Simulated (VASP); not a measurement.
# BP (F-43m) in VASP: notebook

Runs on BP. Level: PBEsol. Tasks: single point, relaxation of cell and atoms.

All numbers are computed with VASP 6.6.1; they aren't measurements. Logs are shortened: lines on timing, memory, paths and dates and some standing lists are left out, and cuts for length are marked.

### 1 The cell of the first run

The structure is cubic, space group F-43m (No. 216). The conventional cell has a = 4.512 Å, b = 4.512 Å, c = 4.512 Å, α = 90.00°, β = 90.00°, γ = 90.00°. B (site symmetry -43m) has 4 P at 1.95 Å within 2.6 Å. Within 2.6 Å of P (site symmetry -43m) lie 4 B at 1.95 Å.

### 2 Single point, PBEsol

INCAR reads:

```
SYSTEM = BP
PREC = Accurate ; ENCUT = 520
EDIFF = 1E-6 ; ISMEAR = 0
SIGMA = 0.01 ; LREAL = .False.
LASPH = .True. ; NELM = 60
ALGO = Normal ; ISIF = 2
LWAVE = .False. ; LCHARG = .False.
GGA = PS ; NBANDS = 11
```

KPOINTS reads:

```
regular mesh
0
Gamma
  8 8 8
  0 0 0
```

POSCAR reads:

```
BP
1.0
    0.0000000000      2.2557868987      2.2557868987
    2.2557868987      0.0000000000      2.2557868987
    2.2557868987      2.2557868987      0.0000000000
B P
1 1
Direct
    0.0000000000      0.0000000000      0.0000000000
    0.7500000000      0.7500000000      0.7500000000
```

Potentials or basis: VASP PAW PBE potentials, release 64 (B, P).

The run is started by

```
cat potpaw_PBE.64/B/POTCAR potpaw_PBE.64/P/POTCAR > POTCAR
mpirun -np 1 vasp_std > vasp.out
```

OUTCAR:

```text
SYSTEM = BP
   PREC = Accurate
   ENCUT = 520
   EDIFF = 1E-6
   ISMEAR = 0
   LREAL = .False.
   LASPH = .True.
   NELM = 60
   ISIF = 2
   GGA = PS

 ion  position               nearest neighbor table
   1  0.000  0.000  0.000-   2 1.95   2 1.95   2 1.95   2 1.95
   2  0.750  0.750  0.750-   1 1.95   1 1.95   1 1.95   1 1.95

  LATTYP: Found a face centered cubic cell.
 ALAT       =     4.5115737974

  Lattice vectors:

 A1 = (   0.0000000000,   2.2557868987,   2.2557868987)
 A2 = (   2.2557868987,   0.0000000000,   2.2557868987)
 A3 = (   2.2557868987,   2.2557868987,   0.0000000000)

Analysis of symmetry for initial positions (statically):
=====================================================================
 Subroutine PRICEL returns:
 Original cell was already a primitive cell.

 Routine SETGRP: Setting up the symmetry group for a
 face centered cubic supercell.

 Subroutine GETGRP returns: Found 24 space group operations
 (whereof 24 operations were pure point group operations)
 out of a pool of 48 trial point group operations.

The static configuration has the point symmetry T_d .

Analysis of symmetry for dynamics (positions and initial velocities):
=====================================================================
 Subroutine PRICEL returns:
 Original cell was already a primitive cell.

 Routine SETGRP: Setting up the symmetry group for a
 face centered cubic supercell.

 Subroutine GETGRP returns: Found 24 space group operations
 (whereof 24 operations were pure point group operations)
 out of a pool of 48 trial point group operations.

The dynamic configuration has the point symmetry T_d .

 Subroutine INISYM returns: Found 24 space group operations
 (whereof 24 operations are pure point group operations),
 and found     1 'primitive' translations

----------------------------------------------------------------------------------------

                                     Primitive cell

  volume of cell :      22.9575

  direct lattice vectors                    reciprocal lattice vectors
     0.000000000  2.255786899  2.255786899    -0.221652143  0.221652143  0.221652143
     2.255786899  0.000000000  2.255786899     0.221652143 -0.221652143  0.221652143
     2.255786899  2.255786899  0.000000000     0.221652143  0.221652143 -0.221652143

  length of vectors
     3.190164426  3.190164426  3.190164426     0.383912773  0.383912773  0.383912773

  position of ions in fractional coordinates (direct lattice)
     0.000000000  0.000000000  0.000000000
     0.750000000  0.750000000  0.750000000

  ion indices of the primitive-cell ions
   primitive index   ion index
                 1           1
                 2           2

----------------------------------------------------------------------------------------

 KPOINTS: regular mesh

Automatic generation of k-mesh.
 Grid dimensions read from file:
 generate k-points for:    8    8    8

 Generating k-lattice:

  Cartesian coordinates                     Fractional coordinates (reciprocal lattice)
    -0.027706518  0.027706518  0.027706518     0.125000000  0.000000000  0.000000000
     0.027706518 -0.027706518  0.027706518     0.000000000  0.125000000  0.000000000
     0.027706518  0.027706518 -0.027706518     0.000000000  0.000000000  0.125000000

  Length of vectors
     0.047989097  0.047989097  0.047989097

  Shift w.r.t. Gamma in fractional coordinates (k-lattice)
     0.000000000  0.000000000  0.000000000

 Subroutine IBZKPT returns following result:
 ===========================================

 Found     29 irreducible k-points:

 Following reciprocal coordinates:
            Coordinates               Weight
  0.000000  0.000000  0.000000      1.000000
  0.125000  0.000000  0.000000      8.000000
  0.250000  0.000000  0.000000      8.000000
  0.375000  0.000000  0.000000      8.000000
  0.500000  0.000000  0.000000      4.000000
  0.125000  0.125000  0.000000      6.000000
[... 16 lines left out ...]
  0.500000  0.250000  0.125000     48.000000
 -0.375000  0.250000  0.125000     24.000000
 [... further k-points ...]
   k-points           NKPTS =     29   k-points in BZ     NKDIM =     29   number of bands    NBANDS=     11
   number of dos      NEDOS =    301   number of ions     NIONS =      2
   total plane-waves  NPLWV =  13824
   dimension x,y,z NGX =    24 NGY =   24 NGZ =   24
   dimension x,y,z NGXF=    48 NGYF=   48 NGZF=   48
   ions per type =               1   1
   NGX,Y,Z   is equivalent  to a cutoff of  12.51, 12.51, 12.51 a.u.
   NGXF,Y,Z  is equivalent  to a cutoff of  25.01, 25.01, 25.01 a.u.
 SYSTEM =  BP
   PREC   = accura    normal or accurate (medium, high low for compatibility)
   ISTART =      0    job   : 0-new  1-cont  2-samecut
   ICHARG =      2    charge: 1-file 2-atom 10-const
   ISPIN  =      1    spin polarized calculation?
   LNONCOLLINEAR =      F non collinear calculations
   LSORBIT =      F    spin-orbit coupling
   LASPH  =      T    aspherical Exc in radial PAW
   ENCUT  =  520.0 eV  38.22 Ry    6.18 a.u.   5.93  5.93  5.93*2*pi/ulx,y,z
   NELM   =     60;   NELMIN=  2; NELMDL= -5     # of ELM steps
   EDIFF  = 0.1E-05   stopping-criterion for ELM
   LREAL  =      F    real-space projection
   EDIFFG = 0.1E-04   stopping-criterion for IOM
   NSW    =      0    number of steps for IOM
   IBRION =     -1    ionic relax: 0-MD 1-quasi-New 2-CG
   NFREE  =      0    steps in history (QN), initial steepest desc. (CG)
   ISIF   =      2    stress and relaxation
   ISYM   =      2    0-nonsym 1-usesym 2-fastsym
   POTIM  = 0.5000    time-step for ionic-motion
   TEBEG  =    0.0;   TEEND  =   0.0 temperature during run
   PSTRESS=    0.0 pullay stress
   NELECT =       8.0000    total number of electrons
   NUPDOWN=      -1.0000    fix difference up-down
   EMIN   =  10.00;   EMAX   =-10.00  energy-range for DOS
   EFERMI =   0.00;   METHOD = LEGACY
   ISMEAR =     0;   SIGMA  =   0.01  broadening in eV -4-tet -1-fermi 0-gaus
   EFERMI_NEDOS =   21; number of points for ismear=-14 and -15
   IALGO  =     38    algorithm
   IMIX   =      4    mixing-type and parameters
     AMIX     =   0.40;   BMIX     =  1.00
     AMIX_MAG =   1.60;   BMIX_MAG =  1.00
  volume/ion in A,a.u.               =      11.48        77.46
  Fermi-wavevector in a.u.,A,eV,Ry     =   1.152029  2.177019 18.057256  1.327171
  Thomas-Fermi vector in A             =   2.288683
   LORBIT       =      0    0 simple, 1 ext, 2 COOP (PROOUT), +10 PAW based schemes
   GGA     = PS    functional components
   LHFCALC =     F    Hartree Fock is set to
   AEXX    =    0.0000 exact exchange contribution
   IVDW    =     0    specifies the selected vdW correction
   LEPSILON=     F    determine dielectric tensor
   LRPA    =     F    only Hartree local field effects (RPA)
 non-spin polarized calculation
 Gauss-broadening in eV      SIGMA  =   0.01
  energy-cutoff  :      520.00
  volume of cell :       22.96
 maximum number of plane-waves:       636
   NGX = 11   NGY = 11   NGZ = 11

 number of electron       8.0000001 magnetization

 Free energy of the ion-electron system (eV)
  ---------------------------------------------------
  ext. energy  EPLUGINS =         0.00000000
  ---------------------------------------------------
  free energy    TOTEN  =       -13.67101933 eV

  energy without entropy =      -13.67101933  energy(sigma->0) =      -13.67101933

 E-fermi :   7.7373     XC(G=0): -11.1194

 val. band max:        7.6148429501   @ k =   0.0000   0.0000   0.0000
 cond. band min:       8.7571855694   @ k =   0.3750   0.3750   0.0000
 fundamental gap:      1.1423426193
 Fermi energy:         7.7372750066

 k-point     1 :       0.0000    0.0000    0.0000
  band No.  band energies     occupation
      1      -8.0409      2.00000
      2       7.6148      2.00000
      3       7.6148      2.00000
      4       7.6148      2.00000
      5      10.9976      0.00000
      6      10.9976      0.00000
      7      10.9976      0.00000
      8      15.2241      0.00000
      9      18.9779      0.00000
     10      19.7875      0.00000
     11      19.7875      0.00000

 k-point     2 :       0.1250    0.0000    0.0000
  band No.  band energies     occupation
      1      -7.7549      2.00000
      2       5.7255      2.00000
      3       7.1752      2.00000
      4       7.1752      2.00000
      5      11.5552      0.00000
      6      11.6035      0.00000
      7      11.6035      0.00000
      8      15.9754      0.00000
      9      18.8221      0.00000
     10      18.8221      0.00000
     11      19.8398      0.00000

 k-point     3 :       0.2500    0.0000    0.0000
  band No.  band energies     occupation
      1      -6.9145      2.00000
      2       2.6826      2.00000
      3       6.4740      2.00000
      4       6.4740      2.00000
      5      11.6513      0.00000
      6      12.3717      0.00000
      7      12.3717      0.00000
      8      17.2926      0.00000
      9      18.5541      0.00000
     10      18.5541      0.00000
     11      20.5807      0.00000

 k-point     4 :       0.3750    0.0000    0.0000
  band No.  band energies     occupation
      1      -5.6216      2.00000
      2      -0.0968      2.00000
      3       5.9913      2.00000
      4       5.9913      2.00000
      5      11.5158      0.00000
      6      12.3962      0.00000
      7      12.3962      0.00000
      8      17.6830      0.00000
      9      20.2658      0.00000
     10      20.2658      0.00000
     11      21.4429      0.00000
[... 239 lines left out ...]
 k-point    22 :       0.3750    0.2500    0.1250
  band No.  band energies     occupation
      1      -6.1771      2.00000
      2       2.6338      2.00000
      3       3.7158      2.00000
      4       5.5956      2.00000
      5      11.0224      0.00000
      6      13.5674      0.00000
      7      13.8337      0.00000
      8      15.1930      0.00000
      9      19.2736      0.00000
     10      21.5475      0.00000
     11      23.3144      0.00000

 k-point    23 :       0.5000    0.2500    0.1250
  band No.  band energies     occupation
      1      -4.9150      2.00000
      2       0.4065      2.00000
      3       3.0720      2.00000
      4       4.7970      2.00000
      5      11.6481      0.00000
      6      13.0709      0.00000
      7      14.9493      0.00000
      8      16.0015      0.00000
      9      20.0833      0.00000
     10      21.0661      0.00000
     11      24.7080      0.00000

 k-point    24 :      -0.3750    0.2500    0.1250
  band No.  band energies     occupation
      1      -3.9520      2.00000
      2      -0.9940      2.00000
      3       3.0012      2.00000
      4       4.4134      2.00000
      5      11.7146      0.00000
      6      12.8088      0.00000
      7      16.0020      0.00000
      8      17.4462      0.00000
      9      18.0534      0.00000
     10      22.1054      0.00000
     11      24.4196      0.00000

 [... further k-points ...]
[... 5 lines left out ...]
  --------------------------------------------------------------------------------------
  -------------------------------------------------------------------------------------
  Total        0.1571567      0.1571567      0.1571567      0.0000000      0.0000000      0.0000000
  in kB       10.9677939     10.9677939     10.9677939      0.0000000      0.0000000      0.0000000
  external PRESSURE =      10.9677939 kB  Pullay stress =       0.0000000 kB

 VOLUME and BASIS-vectors are now :
 -----------------------------------------------------------------------------
  energy-cutoff  :      520.00
  volume of cell :       22.96
      direct lattice vectors                 reciprocal lattice vectors
     0.000000000  2.255786899  2.255786899    -0.221652143  0.221652143  0.221652143
     2.255786899  0.000000000  2.255786899     0.221652143 -0.221652143  0.221652143
     2.255786899  2.255786899  0.000000000     0.221652143  0.221652143 -0.221652143

 POSITION                                       TOTAL-FORCE (eV/Angst)
 -----------------------------------------------------------------------------------
      0.00000      0.00000      0.00000        -0.000000     -0.000000     -0.000000
      3.38368      3.38368      3.38368         0.000000      0.000000      0.000000
 -----------------------------------------------------------------------------------
    total drift:                               -0.000000     -0.000000     -0.000000

  FREE ENERGIE OF THE ION-ELECTRON SYSTEM (eV)
  ---------------------------------------------------
  free  energy   TOTEN  =       -13.6710193266 eV

  energy  without entropy=      -13.6710193266  energy(sigma->0) =      -13.67101933
```

Wall time 6.7 s (1 thread of Intel Xeon 8259CL, shared host); peak memory 0.13 GiB.

What came out:

* Free energy: -13.6710 eV
* Pressure: 1.1 GPa
* Band gap on the k mesh: 1.14 eV, indirect (least direct gap 3.38 eV)

Levels at points of the mesh, in eV from the valence-band top:
```csv
k point,band 1,band 2,band 3,band 4,band 5,band 6,band 7,band 8
"(0.00, 0.00, 0.00)",-15.66,0.00,0.00,0.00,3.38,3.38,3.38,7.61
"(0.50, 0.00, 0.00)",-12.24,-9.22,-1.79,-1.79,3.84,4.66,4.66,9.99
"(0.50, 0.50, 0.00)",-10.69,-8.69,-4.21,-4.21,1.19,1.50,12.26,12.26
```

Caveat: the PAW data sets were made with another functional, which shifts forces and pressure a little. A k mesh can miss the band edges.

### 3 Single point, PBEsol

This run uses another cell than the first one, of 11.41 Å³/atom, 0.994 times its volume.

INCAR reads:

```
SYSTEM = BP
PREC = Accurate
ENCUT = 520
EDIFF = 1E-7
ISMEAR = 0
SIGMA = 0.01
LREAL = .False.
LASPH = .True.
NELM = 60
ALGO = Normal
ISIF = 2
LWAVE = .False.
LCHARG = .False.
GGA = PS
NBANDS = 11
```

KPOINTS is that of step 2.

POSCAR reads:

```
BP
1.0
    0.0000000000      2.2514830309      2.2514830309
    2.2514830309      0.0000000000      2.2514830309
    2.2514830309      2.2514830309      0.0000000000
B P
1 1
Direct
    0.0000000000      0.0000000000      0.0000000000
    0.7500000000      0.7500000000      0.7500000000
```

Potentials or basis: VASP PAW PBE potentials, release 64 (B, P).

The run is started by

```
cat potpaw_PBE.64/B/POTCAR potpaw_PBE.64/P/POTCAR > POTCAR
mpirun -np 1 vasp_std > vasp.out
```

It took 6.7 s on 1 thread of Intel Xeon 8259CL, shared host; peak memory 0.13 GiB.

The run converged. Its results:

```
Free energy            : -13.6696 eV
Pressure               : 2.1 GPa
Band gap on the k mesh : 1.14 eV, indirect (least direct gap 3.39 eV)
```

Levels at points of the mesh, in eV from the valence-band top:
```
           k point  band 2  band 3  band 4  band 5  band 6  band 7
(0.00, 0.00, 0.00)    0.00    0.00    0.00    3.39    3.39    3.39
(0.50, 0.00, 0.00)   -9.27   -1.80   -1.80    3.87    4.66    4.66
(0.50, 0.50, 0.00)   -8.72   -4.23   -4.23    1.18    1.49   12.31
```

Caveat: the PAW data sets were made with another functional, which shifts forces and pressure a little.

### 4 Relaxation of cell and atoms, PBEsol, target pressure 1 GPa, at which the enthalpy is minimised

This run uses another cell than the first one, of 11.54 Å³/atom, 1.006 times its volume.

INCAR reads:

```
PREC = Accurate ; ENCUT = 600
EDIFF = 1E-6 ; ISMEAR = 0
SIGMA = 0.01 ; LREAL = F
LASPH = T ; NELM = 80
ALGO = Normal ; ISIF = 3
LWAVE = F ; LCHARG = F
GGA = PS ; IBRION = 2
NSW = 100 ; EDIFFG = -0.002
PSTRESS = 10.0
```

KPOINTS reads:

```
regular mesh
0
Gamma
  8 8 8
```

POSCAR reads:

```
BP
1.0
    0.0000000000      2.2600703551      2.2600703551
    2.2600703551      0.0000000000      2.2600703551
    2.2600703551      2.2600703551      0.0000000000
B P
1 1
Direct
    0.0000000000      0.0000000000      0.0000000000
    0.7500000000      0.7500000000      0.7500000000
```

The run is started by

```
cat potpaw_PBE.64/B/POTCAR potpaw_PBE.64/P/POTCAR > POTCAR
mpirun -np 1 vasp_std > vasp.out
```

It took 19 s on 1 thread of Intel Xeon 8259CL, shared host; peak memory 0.15 GiB.

The run converged. Its results:

```
Free energy                                            : -13.6728 eV
Relaxed volume                                         : 11.49 Å³/atom
Relaxed cell                                           : a = 3.191 Å, b = 3.191 Å, c = 3.191 Å, α = 60.00°, β = 60.00°, γ = 60.00°
Space group after relaxing (to 0.05 Å)                 : F-43m (No. 216)
Energy change on relaxing (the enthalpy is what falls) : +0.2 meV/atom
Ionic steps                                            : 3
Pressure after relaxing                                : 1.0 GPa
Band gap on the k mesh                                 : 1.14 eV, indirect (least direct gap 3.38 eV)
```

Step by step:
```tsv
step	energy change (eV)	largest force (eV/Å)	pressure (GPa)	volume (Å³)
1	0.0000	0.0000	0.13	23.09
2	0.0012	0.0000	1.71	22.88
3	0.0004	0.0000	1.00	22.97
```

Final structure:
```
B P
1.0
     0.00000    2.25622    2.25622
     2.25622    0.00000    2.25622
     2.25622    2.25622    0.00000
B P
1 1
Cartesian
  0.0000 0.0000 0.0000
  3.3843 3.3843 3.3843
```

Levels at points of the mesh, in eV from the valence-band top:
| k point | band 2 | band 3 | band 4 | band 5 | band 6 | band 7 |
| --- | --- | --- | --- | --- | --- | --- |
| (0.00, 0.00, 0.00) | 0.00 | 0.00 | 0.00 | 3.38 | 3.38 | 3.38 |
| (0.50, 0.00, 0.00) | -9.22 | -1.79 | -1.79 | 3.83 | 4.66 | 4.66 |
| (0.50, 0.50, 0.00) | -8.69 | -4.21 | -4.21 | 1.19 | 1.50 | 12.25 |

Caveat: the cell is relaxed towards a set pressure, so the enthalpy falls and the energy may rise; the PAW data sets were made with another functional, which shifts forces and pressure a little. PBEsol gaps usually lie below the measured ones, often by a third to a half.

(Part 1 of 2 ends here.)
